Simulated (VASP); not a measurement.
Input of a VASP 6.6.1 run:

The input INCAR:

```
SYSTEM = Cu
PREC     = Accurate       ! precision mode
ENCUT    = 600            ! plane-wave cutoff, eV
EDIFF    = 1E-6           ! SCF threshold, eV
ISMEAR   = -1             ! smearing method
SIGMA    = 0.05           ! smearing width, eV
LREAL    = .FALSE.        ! projectors in reciprocal space
LASPH    = .TRUE.         ! aspherical terms in the spheres
NELM     = 80             ! most SCF steps
ALGO     = Normal         ! electronic algorithm
ISIF     = 3              ! what is computed and relaxed
LWAVE    = .FALSE.        ! write WAVECAR
LCHARG   = .FALSE.        ! write CHGCAR
GGA      = PE             ! functional
IBRION   = 2              ! ionic algorithm
NSW      = 60             ! ionic steps
EDIFFG   = -0.005         ! ionic threshold
PSTRESS  = -37.0
```

File KPOINTS:

```
regular mesh
0
G
  17 17 9
  0 0 0
```

File POSCAR:

```
Cu
1.0
    2.5985425133      0.0000000000      0.0000000000
   -1.2992712566      2.2504038293      0.0000000000
    0.0000000000      0.0000000000      4.2096388715
Cu
2
Direct
    0.3333333333      0.6666666667      0.2500000000
    0.6666666667      0.3333333333      0.7500000000
```

Potentials or basis: VASP PAW PBE potentials, release 64 (Cu).

Launch:

```bash
$ cat potpaw_PBE.64/Cu/POTCAR > POTCAR
$ mpirun -np 1 vasp_std > vasp.out
```

(1) What does it give for the space group after relaxing (to 0.1 Å)?

(2) Predict the relaxed volume.

(3) What does it give for the band gap on the k mesh?

Answers

(1) P6_3/mmc (No. 194).

(2) 12.38 Å³/atom.

(3) zero (bands 11 and 12 overlap by 5.46 eV).

Caveat: the cell is relaxed towards a set pressure, so the run minimises the enthalpy, not the energy.
